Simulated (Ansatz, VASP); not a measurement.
# One calculation of AlGa3N4, two programs

```
Al Ga N
1.0
     4.64706    0.03333    0.05502
     0.03333    4.46111   -0.08052
     0.05502   -0.08052    4.45238
Al Ga N
1 3 4
Direct
  0.98335 0.00576 0.97556
  0.51104 0.47287 0.05321
  0.50112 0.96742 0.51994
  0.03695 0.44547 0.53175
  0.77319 0.78477 0.17694
  0.74988 0.27984 0.74648
  0.21220 0.79050 0.68684
  0.23227 0.25336 0.30927
```

Change from the starting cell: all atoms moved at random (sigma 0.22 Å a component), cell strained at random (sigma 0.03).

Alike in both runs: task single point; functional PBEsol; k mesh 6 × 6 × 6; occupations gaussian, width 0.05 eV; no spin polarisation.

```csv
,VASP,Ansatz
version,VASP 6.6.1,Ansatz 0.2.0
potentials or method,"VASP PAW PBE potentials, release 64 (Al, Ga_d, N), cutoff 520 eV","scalar-relativistic, plane waves, PAW"
valence electrons in the cell,62,62
```

Ansatz gave:

| Property | Result |
| --- | --- |
| gap on the k mesh at the Fermi level (eV) | 1.25 |
| least direct gap on the mesh (eV) | 1.40 |
| pressure (GPa) | 13.7 |
| traceless stress, the component that is largest in VASP (GPa) | -19.54 |
| rms of the force components (eV/Å) | 4.280 |

**Question.** What did VASP give for the same quantities?

**Answer.** gap on the k mesh at the Fermi level (eV): 1.25; least direct gap on the mesh (eV): 1.40; pressure (GPa): 13.4; traceless stress, the component that is largest in VASP (GPa): -19.32; rms of the force components (eV/Å): 4.238.

VASP's potentials were made for PBE, not for PBEsol. Atom by atom the forces differ by 0.059 eV/Å (rms over components). The functional is the same, so the differences come from potentials, cutoffs and numerics.
